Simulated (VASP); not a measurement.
# GaP (R-3m) in VASP: notebook

The runs below take GaP through single point, with BLYP, PBEsol, LDA.

Program: VASP 6.6.1. These are calculated values, not measurements. Logs are shortened: lines on timing, memory, paths and dates and some standing lists are left out, and cuts for length are marked.

## Step 1: The cell of the first run

It takes space group R-3m (No. 166, trigonal). Conventional cell: a = 3.886 Å, b = 3.886 Å, c = 19.292 Å, α = 90.00°, β = 90.00°, γ = 120.00°. Within 3.2 Å of Ga (site symmetry 3m) lie 3 P at 2.40 Å and 1 Ga at 2.49 Å. P (site symmetry 3m) has 1 P at 2.21 Å and 3 Ga at 2.40 Å within 2.9 Å.

## Step 2: Single point, BLYP

Contents of INCAR:

```
SYSTEM = GaP
AGGAC = 1.0
AGGAX = 1.0
ALDAC = 0.0
ALDAX = 1.0
ALGO = Normal
EDIFF = 1E-7
ENCUT = 520
GGA = B5
ISIF = 2
ISMEAR = 0
LASPH = .TRUE.
LCHARG = .FALSE.
LREAL = .FALSE.
LWAVE = .FALSE.
NBANDS = 26
NELM = 60
PREC = Accurate
SIGMA = 0.01
```

Contents of KPOINTS:

```
k-points
0
G
  6 6 6
  0 0 0
```

Contents of POSCAR:

```
GaP
1.0
    1.9430150000      1.1218000000      6.4308100000
   -1.9430150000      1.1218000000      6.4308100000
    0.0000000000     -2.2436010000      6.4308100000
Ga P
2 2
Direct
    0.4353720000      0.4353720000      0.4353720000
    0.5646280000      0.5646280000      0.5646280000
    0.0573890000      0.0573890000      0.0573890000
    0.9426110000      0.9426110000      0.9426110000
```

Potentials or basis: VASP PAW PBE potentials, release 64 (Ga_d, P).

The run is started by

```bash
$ cat potpaw_PBE.64/Ga_d/POTCAR potpaw_PBE.64/P/POTCAR > POTCAR
$ mpirun -np 1 vasp_std > vasp.out
```

OUTCAR:

```text
SYSTEM = GaP
   EDIFF = 1E-7
   ENCUT = 520
   GGA = B5
   ISIF = 2
   ISMEAR = 0
   LASPH = .TRUE.
   LREAL = .FALSE.
   NELM = 60
   PREC = Accurate

 ion  position               nearest neighbor table
   1  0.435  0.435  0.435-   3 2.40   3 2.40   3 2.40   2 2.49
   2  0.565  0.565  0.565-   4 2.40   4 2.40   4 2.40   1 2.49
   3  0.057  0.057  0.057-   4 2.21   1 2.40   1 2.40   1 2.40
   4  0.943  0.943  0.943-   3 2.21   2 2.40   2 2.40   2 2.40

  LATTYP: Found a trigonal (rhomboedric) cell.
 ALAT       =     6.8109514597
 COS(alpha) =     0.8372328435

  Lattice vectors:

 A1 = (   1.9430150000,   1.1218000000,   6.4308100000)
 A2 = (  -1.9430150000,   1.1218000000,   6.4308100000)
 A3 = (   0.0000000000,  -2.2436010000,   6.4308100000)

Analysis of symmetry for initial positions (statically):
=====================================================================
 Subroutine PRICEL returns:
 Original cell was already a primitive cell.

 Routine SETGRP: Setting up the symmetry group for a
 trigonal (rhombohedral) supercell.

 Subroutine GETGRP returns: Found 12 space group operations
 (whereof 12 operations were pure point group operations)
 out of a pool of 12 trial point group operations.

The static configuration has the point symmetry D_3d.

Analysis of symmetry for dynamics (positions and initial velocities):
=====================================================================
 Subroutine PRICEL returns:
 Original cell was already a primitive cell.

 Routine SETGRP: Setting up the symmetry group for a
 trigonal (rhombohedral) supercell.

 Subroutine GETGRP returns: Found 12 space group operations
 (whereof 12 operations were pure point group operations)
 out of a pool of 12 trial point group operations.

The dynamic configuration has the point symmetry D_3d.

 Subroutine INISYM returns: Found 12 space group operations
 (whereof 12 operations are pure point group operations),
 and found     1 'primitive' translations

----------------------------------------------------------------------------------------

                                     Primitive cell

  volume of cell :      84.1024

  direct lattice vectors                    reciprocal lattice vectors
     1.943015000  1.121800000  6.430810000     0.257332033  0.148570705  0.051833810
    -1.943015000  1.121800000  6.430810000    -0.257332033  0.148570705  0.051833810
     0.000000000 -2.243601000  6.430810000     0.000000000 -0.297141410  0.051833787

  length of vectors
     6.810951460  6.810951460  6.810951674     0.301628536  0.301628536  0.301628512

  position of ions in fractional coordinates (direct lattice)
     0.435372000  0.435372000  0.435372000
     0.564628000  0.564628000  0.564628000
     0.057389000  0.057389000  0.057389000
     0.942611000  0.942611000  0.942611000

  ion indices of the primitive-cell ions
   primitive index   ion index
                 1           1
                 2           2
                 3           3
                 4           4

----------------------------------------------------------------------------------------

 KPOINTS: k-points

Automatic generation of k-mesh.
 Grid dimensions read from file:
 generate k-points for:    6    6    6

 Generating k-lattice:

  Cartesian coordinates                     Fractional coordinates (reciprocal lattice)
     0.042888672  0.024761784  0.008638968     0.166666667 -0.000000000 -0.000000000
    -0.042888672  0.024761784  0.008638968    -0.000000000  0.166666667 -0.000000000
     0.000000000 -0.049523568  0.008638964    -0.000000000 -0.000000000  0.166666667

  Length of vectors
     0.050271423  0.050271423  0.050271419

  Shift w.r.t. Gamma in fractional coordinates (k-lattice)
     0.000000000  0.000000000  0.000000000

 Subroutine IBZKPT returns following result:
 ===========================================

 Found     32 irreducible k-points:

 Following reciprocal coordinates:
            Coordinates               Weight
  0.000000  0.000000  0.000000      1.000000
  0.166667  0.000000  0.000000      6.000000
  0.333333 -0.000000  0.000000      6.000000
  0.500000  0.000000  0.000000      3.000000
  0.166667  0.166667  0.000000      6.000000
  0.333333  0.166667  0.000000     12.000000
[... 16 lines left out ...]
  0.500000  0.500000  0.166667      6.000000
 -0.333333  0.500000  0.166667     12.000000
 [... further k-points ...]
   k-points           NKPTS =     32   k-points in BZ     NKDIM =     32   number of bands    NBANDS=     26
   number of dos      NEDOS =    301   number of ions     NIONS =      4
   total plane-waves  NPLWV = 157464
   dimension x,y,z NGX =    54 NGY =   54 NGZ =   54
   dimension x,y,z NGXF=   108 NGYF=  108 NGZF=  108
   ions per type =               2   2
   NGX,Y,Z   is equivalent  to a cutoff of  13.18, 13.18, 13.18 a.u.
   NGXF,Y,Z  is equivalent  to a cutoff of  26.36, 26.36, 26.36 a.u.
 SYSTEM =  GaP
   PREC   = accura    normal or accurate (medium, high low for compatibility)
   ISTART =      0    job   : 0-new  1-cont  2-samecut
   ICHARG =      2    charge: 1-file 2-atom 10-const
   ISPIN  =      1    spin polarized calculation?
   LNONCOLLINEAR =      F non collinear calculations
   LSORBIT =      F    spin-orbit coupling
   LASPH  =      T    aspherical Exc in radial PAW
   ENCUT  =  520.0 eV  38.22 Ry    6.18 a.u.  12.66 12.66 12.66*2*pi/ulx,y,z
   NELM   =     60;   NELMIN=  2; NELMDL= -5     # of ELM steps
   EDIFF  = 0.1E-06   stopping-criterion for ELM
   LREAL  =      F    real-space projection
   EDIFFG = 0.1E-05   stopping-criterion for IOM
   NSW    =      0    number of steps for IOM
   IBRION =     -1    ionic relax: 0-MD 1-quasi-New 2-CG
   NFREE  =      0    steps in history (QN), initial steepest desc. (CG)
   ISIF   =      2    stress and relaxation
   ISYM   =      2    0-nonsym 1-usesym 2-fastsym
   POTIM  = 0.5000    time-step for ionic-motion
   TEBEG  =    0.0;   TEEND  =   0.0 temperature during run
   PSTRESS=    0.0 pullay stress
   NELECT =      36.0000    total number of electrons
   NUPDOWN=      -1.0000    fix difference up-down
   EMIN   =  10.00;   EMAX   =-10.00  energy-range for DOS
   EFERMI =   0.00;   METHOD = LEGACY
   ISMEAR =     0;   SIGMA  =   0.01  broadening in eV -4-tet -1-fermi 0-gaus
   EFERMI_NEDOS =   21; number of points for ismear=-14 and -15
   IALGO  =     38    algorithm
   IMIX   =      4    mixing-type and parameters
     AMIX     =   0.40;   BMIX     =  1.00
     AMIX_MAG =   1.60;   BMIX_MAG =  1.00
  volume/ion in A,a.u.               =      21.03       141.89
  Fermi-wavevector in a.u.,A,eV,Ry     =   1.233785  2.331515 20.711131  1.522225
  Thomas-Fermi vector in A             =   2.368501
   LORBIT       =      0    0 simple, 1 ext, 2 COOP (PROOUT), +10 PAW based schemes
   GGA     = B5    functional components
   LHFCALC =     F    Hartree Fock is set to
   AEXX    =    0.0000 exact exchange contribution
   IVDW    =     0    specifies the selected vdW correction
   LEPSILON=     F    determine dielectric tensor
   LRPA    =     F    only Hartree local field effects (RPA)
 non-spin polarized calculation
 Gauss-broadening in eV      SIGMA  =   0.01
  energy-cutoff  :      520.00
  volume of cell :       84.10
 maximum number of plane-waves:      2282
 NGX is ok and might be reduce to    54
   NGX = 25   NGY = 25   NGZ = 25

 number of electron      36.0000008 magnetization

 Free energy of the ion-electron system (eV)
  ---------------------------------------------------
  ext. energy  EPLUGINS =         0.00000000
  ---------------------------------------------------
  free energy    TOTEN  =       -15.05700603 eV

  energy without entropy =      -15.05700603  energy(sigma->0) =      -15.05700603

 E-fermi :   5.0925     XC(G=0):  -9.0920

 val. band max:        5.0222221557   @ k =   0.0000   0.0000   0.0000
 cond. band min:       5.9682319489   @ k =   0.5000   0.5000   0.0000
 fundamental gap:      0.9460097932
 Fermi energy:         5.0925464618

 k-point     1 :       0.0000    0.0000    0.0000
  band No.  band energies     occupation
      1      -9.7957      2.00000
      2      -9.6697      2.00000
      3      -9.6697      2.00000
      4      -9.6546      2.00000
      5      -9.6546      2.00000
      6      -9.6035      2.00000
[... 18 lines left out ...]
     25       9.5348      0.00000
     26      13.3732      0.00000

 k-point     2 :       0.1667    0.0000    0.0000
  band No.  band energies     occupation
      1      -9.7904      2.00000
      2      -9.6988      2.00000
      3      -9.6689      2.00000
      4      -9.6670      2.00000
      5      -9.6439      2.00000
      6      -9.6081      2.00000
[... 18 lines left out ...]
     25      10.4028      0.00000
     26      12.8323      0.00000

 k-point     3 :       0.3333   -0.0000    0.0000
  band No.  band energies     occupation
      1      -9.7822      2.00000
      2      -9.7474      2.00000
      3      -9.6910      2.00000
      4      -9.6637      2.00000
      5      -9.6224      2.00000
      6      -9.6180      2.00000
[... 18 lines left out ...]
     25      11.8675      0.00000
     26      12.1819      0.00000

 k-point     4 :       0.5000    0.0000    0.0000
  band No.  band energies     occupation
      1      -9.7781      2.00000
      2      -9.7699      2.00000
      3      -9.6990      2.00000
      4      -9.6628      2.00000
      5      -9.6232      2.00000
      6      -9.6117      2.00000
[... 18 lines left out ...]
     25      11.4454      0.00000
     26      11.7426      0.00000
[... 496 lines left out ...]
      1      -9.7781      2.00000
      2      -9.7497      2.00000
      3      -9.7084      2.00000
      4      -9.6626      2.00000
      5      -9.6332      2.00000
      6      -9.6038      2.00000
[... 18 lines left out ...]
     25      12.2634      0.00000
     26      12.6679      0.00000

 k-point    23 :       0.5000    0.5000    0.1667
  band No.  band energies     occupation
      1      -9.7786      2.00000
      2      -9.7292      2.00000
      3      -9.7049      2.00000
      4      -9.6672      2.00000
      5      -9.6221      2.00000
      6      -9.6185      2.00000
[... 18 lines left out ...]
     25      12.8212      0.00000
     26      13.1909      0.00000

 k-point    24 :      -0.3333    0.5000    0.1667
  band No.  band energies     occupation
      1      -9.7710      2.00000
      2      -9.7493      2.00000
      3      -9.7128      2.00000
      4      -9.6629      2.00000
      5      -9.6338      2.00000
      6      -9.6039      2.00000
[... 18 lines left out ...]
     25      12.8191      0.00000
     26      12.9249      0.00000

 [... further k-points ...]
[... 5 lines left out ...]
  --------------------------------------------------------------------------------------
  -------------------------------------------------------------------------------------
  Total        2.0428814      2.0428817      1.9059232      0.0000000     -0.0000001      0.0000000
  in kB       38.9175135     38.9175204     36.3084186      0.0000000     -0.0000019      0.0000000
  external PRESSURE =      38.0478175 kB  Pullay stress =       0.0000000 kB

 VOLUME and BASIS-vectors are now :
 -----------------------------------------------------------------------------
  energy-cutoff  :      520.00
  volume of cell :       84.10
      direct lattice vectors                 reciprocal lattice vectors
     1.943015000  1.121800000  6.430810000     0.257332033  0.148570705  0.051833810
    -1.943015000  1.121800000  6.430810000    -0.257332033  0.148570705  0.051833810
     0.000000000 -2.243601000  6.430810000     0.000000000 -0.297141410  0.051833787

 POSITION                                       TOTAL-FORCE (eV/Angst)
 -----------------------------------------------------------------------------------
      0.00000     -0.00000      8.39938         0.000000     -0.000000      0.149917
      0.00000     -0.00000     10.89305         0.000000      0.000000     -0.149917
      0.00000     -0.00000      1.10717         0.000000     -0.000000      0.058250
      0.00000     -0.00000     18.18526         0.000000      0.000000     -0.058250
 -----------------------------------------------------------------------------------
    total drift:                                0.000000      0.000000      0.000000

  FREE ENERGIE OF THE ION-ELECTRON SYSTEM (eV)
  ---------------------------------------------------
  free  energy   TOTEN  =       -15.0570060252 eV

  energy  without entropy=      -15.0570060252  energy(sigma->0) =      -15.05700603
```

Run time: 5.4 min. Hardware: 1 thread of Intel Xeon 8259CL, shared host; peak memory 0.38 GiB.

What came out:

```
Free energy            : -15.0570 eV
Pressure               : 3.8 GPa
Largest force          : 0.150 eV/Å
Band gap on the k mesh : 0.95 eV (least direct gap 1.19 eV)
```

Forces on the atoms (eV/Å):
```
Ga   0.000  0.000  0.150
Ga   0.000  0.000 -0.150
P    0.000  0.000  0.058
P    0.000  0.000 -0.058
```

Caveat: the cell stands under pressure; the PAW data sets were made with another functional, which shifts forces and pressure a little.

[end of part 1 of 2]
